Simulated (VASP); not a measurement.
# SbW (P6_3/mmc) in VASP: notebook, part 2 of 2

VASP 6.6.1. Earlier steps stand in the parts before.

## Step 3: Relaxation of shape and atoms at fixed volume, PBE (volume scaled by 0.960)

The input, INCAR:

```
ALGO = Normal
EDIFF = 1E-7
EDIFFG = -0.01
ENCUT = 600
GGA = PE
IBRION = 2
ISIF = 4
ISMEAR = 0
LASPH = T
LCHARG = F
LREAL = F
LWAVE = F
NELM = 80
NSW = 60
PREC = Accurate
SIGMA = 0.05
```

The input, KPOINTS:

```
k-points
0
Gamma
  10 10 6
```

The input, POSCAR:

```
SbW
1.0
    4.3324929083      0.0000000000      0.0000000000
   -2.1662464542      3.7520489203      0.0000000000
    0.0000000000      0.0000000000      5.1594289502
W Sb
2 2
Direct
    0.0000000000      0.0000000000      0.0000000000
    0.0000000000      0.0000000000      0.5000000000
    0.3333333333      0.6666666667      0.2500000000
    0.6666666667      0.3333333333      0.7500000000
```

Potentials or basis: VASP PAW PBE potentials, release 64 (W_sv, Sb).

Run with:

```sh
$ cat potpaw_PBE.64/W_sv/POTCAR potpaw_PBE.64/Sb/POTCAR > POTCAR
$ mpirun -np 1 vasp_std > vasp.out
```

It took 6.3 min on 1 thread of Oxide Virtual Turin-like, shared host; peak memory 0.27 GiB.

The run converged. Its results:

```yaml
Free_energy: -31.6675 eV
Energy_gained_by_relaxing: 0.4 meV/atom
Ionic_steps: 2
Pressure_after_relaxing: 6.2 GPa
Band_gap_on_the_k_mesh: zero (band 19 reaches 10.17 eV, above the bottom of band 20 at 8.67 eV)
```

Stress tensor (GPa, compression positive):
```
6.27 0.00 0.00
0.00 6.27 0.00
0.00 0.00 6.18
```

The path:
| step | energy change (eV) | largest force (eV/Å) | pressure (GPa) | volume (Å³) |
| --- | --- | --- | --- | --- |
| 1 | 0.0000 | 0.0000 | 6.51 | 83.87 |
| 2 | -0.0017 | 0.0000 | 6.24 | 83.87 |

Final structure:
```xyz
4
Lattice="4.3207 0.0000 0.0000 -2.1603 3.7418 0.0000 0.0000 0.0000 5.1877" Properties=species:S:1:pos:R:3 pbc="T T T"
W     4.3207    0.0000    5.1877
W     4.3207    0.0000    2.5939
Sb    0.0000    2.4945    1.2969
Sb    2.1603    1.2473    3.8908
```

Levels at points of the mesh, in eV from the Fermi level:
```tsv
k point	band 16	band 17	band 18	band 19	band 20	band 21	band 22	band 23
(0.00, 0.00, 0.00)	-2.31	-0.24	-0.24	0.31	0.31	2.53	2.69	3.20
(0.50, 0.00, 0.00)	-2.37	-1.93	-1.37	-0.71	0.61	0.73	2.44	2.88
(0.00, 0.00, 0.50)	-1.97	-0.75	-0.75	-0.75	-0.75	0.29	0.29	4.86
(0.50, 0.00, 0.50)	-2.08	-0.18	-0.18	0.01	0.01	0.08	0.08	2.65
```

Caveat: the cell differs from its parent crystal (volume scaled by 0.960); spin-orbit coupling is left out, which moves the levels of the heavy elements.

## Step 4: Relaxation of shape and atoms at fixed volume, PBE (volume scaled by 0.980)

The input, INCAR:

```
PREC = Accurate
ENCUT = 600
EDIFF = 1E-6
ISMEAR = 0
SIGMA = 0.05
LREAL = False
LASPH = True
NELM = 80
ALGO = Normal
ISIF = 4
LWAVE = False
LCHARG = False
GGA = PE
IBRION = 2
NSW = 60
EDIFFG = -0.01
```

The input, KPOINTS:

```
Automatic mesh
0
Gamma
  10 10 6
```

The input, POSCAR:

```
SbW
1.0
    4.3706931396      0.0000000000      0.0000000000
   -2.1853465698      3.7851312910      0.0000000000
    0.0000000000      0.0000000000      5.1752527788
W Sb
2 2
Direct
    0.0000000000      0.0000000000      0.0000000000
    0.0000000000      0.0000000000      0.5000000000
    0.3333333333      0.6666666667      0.2500000000
    0.6666666667      0.3333333333      0.7500000000
```

Potentials or basis: VASP PAW PBE potentials, release 64 (W_sv, Sb).

Run with:

```sh
$ cat potpaw_PBE.64/W_sv/POTCAR potpaw_PBE.64/Sb/POTCAR > POTCAR
$ mpirun -np 1 vasp_std > vasp.out
```

OUTCAR:

```text
PREC = Accurate
   ENCUT = 600
   EDIFF = 1E-6
   ISMEAR = 0
   LREAL = False
   LASPH = True
   NELM = 80
   ISIF = 4
   GGA = PE
   IBRION = 2
   NSW = 60
   EDIFFG = -0.01

 ion  position               nearest neighbor table
   1  0.000  0.000  0.000-   2 2.59   2 2.59   4 2.84   3 2.84   3 2.84   4 2.84   4 2.84   3 2.84

   2  0.000  0.000  0.500-   1 2.59   1 2.59   4 2.84   3 2.84   3 2.84   4 2.84   4 2.84   3 2.84

   3  0.333  0.667  0.250-   1 2.84   2 2.84   1 2.84   2 2.84   1 2.84   2 2.84   4 3.61   4 3.61
                             4 3.61   4 3.61   4 3.61   4 3.61
   4  0.667  0.333  0.750-   1 2.84   2 2.84   1 2.84   2 2.84   1 2.84   2 2.84   3 3.61   3 3.61
[... 881 lines left out ...]
  Total        1.6045247      1.6045247      1.5539999     -0.0000000     -0.0000000      0.0000000
  in kB       30.0257710     30.0257710     29.0802910     -0.0000000     -0.0000000      0.0000000
  external PRESSURE =      29.7106110 kB  Pullay stress =       0.0000000 kB

 VOLUME and BASIS-vectors are now :
 -----------------------------------------------------------------------------
  energy-cutoff  :      600.00
  volume of cell :       85.62
      direct lattice vectors                 reciprocal lattice vectors
     4.359130432  0.000000000  0.000000000     0.229403551  0.132446202  0.000000000
    -2.179565216  3.775117692  0.000000000     0.000000000  0.264892404  0.000000000
     0.000000000 -0.000000000  5.202744178     0.000000000 -0.000000000  0.192206260

 POSITION                                       TOTAL-FORCE (eV/Angst)
 -----------------------------------------------------------------------------------
      0.00000     -0.00000      5.20274         0.000000     -0.000000     -0.000000
      4.35913     -0.00000      2.60137         0.000000      0.000000     -0.000000
     -0.00000      2.51675      1.30069         0.000000     -0.000000      0.000000
      2.17957      1.25837      3.90206        -0.000000      0.000000     -0.000000
 -----------------------------------------------------------------------------------
    total drift:                                0.000000      0.000000      0.000000

  FREE ENERGIE OF THE ION-ELECTRON SYSTEM (eV)
  ---------------------------------------------------
  free  energy   TOTEN  =       -31.7176962792 eV

  energy  without entropy=      -31.7146618147  energy(sigma->0) =      -31.71617905

 reached required accuracy - stopping structural energy minimisation
```

CONTCAR:

```text
SbW
   1.00000000000000
     4.3591304319406001    0.0000000000000000    0.0000000000000000
    -2.1795652159703001    3.7751176924290841    0.0000000000000000
     0.0000000000000000   -0.0000000000000000    5.2027441784642745
  W               Sb
     2     2
Direct
     0.0000000000000000    0.0000000000000000    1.0000000000000000
     1.0000000000000000    0.0000000000000000    0.5000000000000000
     0.3333333332999970    0.6666666667000030    0.2500000000000000
     0.6666666667000030    0.3333333332999970    0.7500000000000000

  0.00000000E+00  0.00000000E+00  0.00000000E+00
  0.00000000E+00  0.00000000E+00  0.00000000E+00
  0.00000000E+00  0.00000000E+00  0.00000000E+00
  0.00000000E+00  0.00000000E+00  0.00000000E+00
```

Wall time 6.4 min (1 thread of Oxide Virtual Turin-like, shared host); peak memory 0.27 GiB.

What came out:

| Property | Result |
| --- | --- |
| Free energy | -31.7177 eV |
| Energy gained by relaxing | 0.4 meV/atom |
| Ionic steps | 2 |
| Pressure after relaxing | 3.0 GPa |
| Band gap on the k mesh | zero (band 19 reaches 9.87 eV, above the bottom of band 20 at 8.42 eV) |

Stress tensor (GPa, compression positive):
```
3.00 0.00 0.00
0.00 3.00 0.00
0.00 0.00 2.91
```

Step by step:
```csv
step,energy change (eV),largest force (eV/Å),pressure (GPa),volume (Å³)
1,0.0000,0.0000,3.22,85.62
2,-0.0016,0.0000,2.97,85.62
```

Final structure:
```
W Sb
1.0
     4.35913    0.00000    0.00000
    -2.17957    3.77512    0.00000
     0.00000    0.00000    5.20274
W Sb
2 2
Cartesian
  0.0000 0.0000 5.2027
  4.3591 0.0000 2.6014
  0.0000 2.5167 1.3007
  2.1796 1.2584 3.9021
```

Levels at points of the mesh, in eV from the Fermi level:
```tsv
k point	band 17	band 18	band 19	band 20	band 21	band 22
(0.00, 0.00, 0.00)	-0.20	-0.20	0.26	0.26	2.53	2.64
(0.50, 0.00, 0.00)	-1.88	-1.36	-0.70	0.59	0.72	2.29
(0.00, 0.00, 0.50)	-0.72	-0.72	-0.72	-0.72	0.23	0.23
(0.50, 0.00, 0.50)	-0.16	-0.16	0.02	0.02	0.08	0.08
```

Caveat: the cell differs from its parent crystal (volume scaled by 0.980); spin-orbit coupling is left out, which moves the levels of the heavy elements.

## Step 5: Relaxation of shape and atoms at fixed volume, PBE (volume scaled by 1.020)

The input, INCAR:

```
ALGO     = Normal         # electronic algorithm
EDIFF    = 1E-7           # SCF threshold, eV
EDIFFG   = -0.01          # ionic threshold
ENCUT    = 600            # plane-wave cutoff, eV
GGA      = PE             # functional
IBRION   = 2              # ionic algorithm
ISIF     = 4              # what is computed and relaxed
ISMEAR   = 0              # smearing method
LASPH    = True           # aspherical terms in the spheres
LCHARG   = False          # write CHGCAR
LREAL    = False          # projectors in reciprocal space
LWAVE    = False          # write WAVECAR
NELM     = 60             # most SCF steps
NSW      = 60             # ionic steps
PREC     = Accurate       # precision mode
SIGMA    = 0.05           # smearing width, eV
```

The input, KPOINTS:

```
k-points
0
Gamma
  10 10 6
```

The input, POSCAR:

```
SbW
1.0
    4.4293671629      0.0000000000      0.0000000000
   -2.2146835815      3.8359444858      0.0000000000
    0.0000000000      0.0000000000      5.2447275492
W Sb
2 2
Direct
    0.0000000000      0.0000000000      0.0000000000
    0.0000000000      0.0000000000      0.5000000000
    0.3333333333      0.6666666667      0.2500000000
    0.6666666667      0.3333333333      0.7500000000
```

Run with:

```sh
$ cat potpaw_PBE.64/W_sv/POTCAR potpaw_PBE.64/Sb/POTCAR > POTCAR
$ mpirun -np 1 vasp_std > vasp.out
```

Run time: 5 min. Hardware: 1 thread of Oxide Virtual Turin-like, shared host; peak memory 0.28 GiB.

Results (log left out):

```yaml
Free_energy: -31.7203 eV
Energy_gained_by_relaxing: 0.1 meV/atom
Ionic_steps: 2
Pressure_after_relaxing: -2.6 GPa
Band_gap_on_the_k_mesh: zero (band 19 reaches 9.31 eV, above the bottom of band 20 at 7.95 eV)
```

The path:
```tsv
step	energy change (eV)	largest force (eV/Å)	pressure (GPa)	volume (Å³)
1	0.0000	0.0000	-2.68	89.11
2	-0.0004	0.0000	-2.56	89.11
```

Final structure:
```yaml
crystal:
  lattice:
    - [4.43544, 0.00000, 0.00000]
    - [-2.21772, 3.84120, 0.00000]
    - [0.00000, 0.00000, 5.23038]
  atoms:
    - { symbol: W, position: [0.00000, 0.00000, 0.00000] }
    - { symbol: W, position: [0.00000, 0.00000, 0.50000] }
    - { symbol: Sb, position: [0.33333, 0.66667, 0.25000] }
    - { symbol: Sb, position: [0.66667, 0.33333, 0.75000] }
```

Levels at points of the mesh, in eV from the Fermi level:
```csv
k point,band 17,band 18,band 19,band 20,band 21,band 22
"(0.00, 0.00, 0.00)",-0.13,-0.13,0.17,0.17,2.51,2.55
"(0.50, 0.00, 0.00)",-1.78,-1.36,-0.69,0.57,0.72,2.01
"(0.00, 0.00, 0.50)",-0.67,-0.67,-0.67,-0.67,0.10,0.10
"(0.50, 0.00, 0.50)",-0.13,-0.13,0.04,0.04,0.09,0.09
```

Caveat: the cell differs from its parent crystal (volume scaled by 1.020); spin-orbit coupling is left out, which moves the levels of the heavy elements.

## Step 6: The runs side by side

```csv
cell,gap on the mesh (eV),pressure (GPa)
"relaxed from a = 4.301, b = 4.301, c = 5.153 Å, angles 90.0, 90.0, 120.0°, 4 atoms",none,8.9
"relaxed from a = 4.332, b = 4.332, c = 5.159 Å, angles 90.0, 90.0, 120.0°, 4 atoms",none,6.2
"relaxed from a = 4.371, b = 4.371, c = 5.175 Å, angles 90.0, 90.0, 120.0°, 4 atoms",none,3.0
"relaxed from a = 4.429, b = 4.429, c = 5.245 Å, angles 90.0, 90.0, 120.0°, 4 atoms",none,-2.6
```

Alike in all rows: task relaxation of shape and atoms at fixed volume; level PBE; potentials or basis VASP PAW PBE potentials, release 64 (W_sv, Sb); no spin polarisation; k mesh 10 × 10 × 6; cutoff (eV) 600; smearing gaussian 0.05 eV.

Caveats: spin-orbit coupling is left out, which moves the levels of the heavy elements.

Total energies depend on the potentials used, so only differences within one code and one set of settings carry meaning.
